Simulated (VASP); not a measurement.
Write the native input for VASP 6.6.1 that does the following.

```yaml
Task: single point
Functional: PBE
Dispersion: D3(BJ)
Potentials_or_basis: VASP PAW PBE potentials, release 64 (S, W_sv)
Cutoff: 520 eV
k_mesh: 12 × 12 × 1
Occupations: gaussian, width 0.02 eV
Spin: non-collinear spin, zero start, spin-orbit coupling
Starting_moments: "[[0.0, 0.0, 0.0], [0.0, 0.0, 0.0], [0.0, 0.0, 0.0]] μB"
Dipole_correction: yes
Further_INCAR_settings: ALGO = Normal; EDIFF = 1e-07; NBANDS = 39
```

The structure of WS2 lies in POSCAR:

```
WS2
1.0
    3.1593824567      0.0000000000      0.0000000000
   -1.5796912283      2.7361054677      0.0000000000
    0.0000000000      0.0000000000     32.2996392432
S W
2 1
Direct
    0.3333333333      0.6666666667      0.4512038809
    0.3333333333      0.6666666667      0.5487961191
    0.6666666667      0.3333333333      0.5000000000
```

The input as run:

INCAR

```
  PREC = Accurate
  ENCUT = 520
  EDIFF = 1E-7
  ISMEAR = 0
  SIGMA = 0.02
  LREAL = False
  LASPH = True
  NELM = 150
  ALGO = Normal
  ISIF = 2
  LWAVE = False
  LCHARG = False
  MAGMOM = 0 0 0 0 0 0 0 0 0
  LORBIT = 11
  LSORBIT = True
  GGA_COMPAT = False
  LORBMOM = True
  LMAXMIX = 4
  LDIPOL = True
  IDIPOL = 3
  DIPOL = 0.5 0.5 0.500
  GGA = PE
  IVDW = 12
  NBANDS = 39
```

KPOINTS

```
regular mesh
0
Gamma
  12 12 1
```

Potentials or basis: VASP PAW PBE potentials, release 64 (S, W_sv).

Run with:

```sh
$ cat potpaw_PBE.64/S/POTCAR potpaw_PBE.64/W_sv/POTCAR > POTCAR
$ mpirun -np 1 vasp_ncl > vasp.out
```

Results of the run:

- Largest force: 0.028 eV/Å
- Net moment: 0.00 μB per cell
- Valence electrons inside the program's atomic spheres: S 3.72; W 12.04
- Dispersion energy per atom: -0.310 eV

It took 11 min on 1 thread of AMD EPYC 9R45 96-Core Processor (Zen 5), on a shared host, peak memory 1.1 GiB.
